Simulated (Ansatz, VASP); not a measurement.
## SiC5 in VASP and in Ansatz

```
Si C
1.0
     2.32513    1.34242    4.45821
    -2.32513    1.34242    4.45821
     0.00000   -2.68483    4.45821
Si C
1 5
Direct
  0.00000 0.00000 0.00000
  0.37980 0.62020 0.00000
  0.33337 0.33337 0.33337
  0.00000 0.37980 0.62020
  0.66663 0.66663 0.66663
  0.62020 0.00000 0.37980
```

Alike in both runs: functional PBE; k mesh 12 × 12 × 12; occupations gaussian, width 0.1 eV; no spin polarisation.

Ansatz relaxed the structure, and its values are those at the end. VASP's run is a single point on that final structure, the one shown.

```csv
,VASP,Ansatz
version,VASP 6.6.1,Ansatz 0.2.0
potentials or method,"VASP PAW PBE potentials, release 64 (Si, C), cutoff 520 eV","scalar-relativistic, plane waves, PAW"
valence electrons in the cell,24,24
```

VASP gave:

| Item | Value |
| --- | --- |
| gap on the k mesh at the Fermi level (eV) | none |
| pressure (GPa) | 0.2 |
| rms of the force components (eV/Å) | 0.012 |

Q: Estimate Ansatz's values.

A: gap on the k mesh at the Fermi level (eV): none; pressure (GPa): 0.0; rms of the force components (eV/Å): 0.001.

A gap of «none» marks a metal or a gap that the smearing closes.
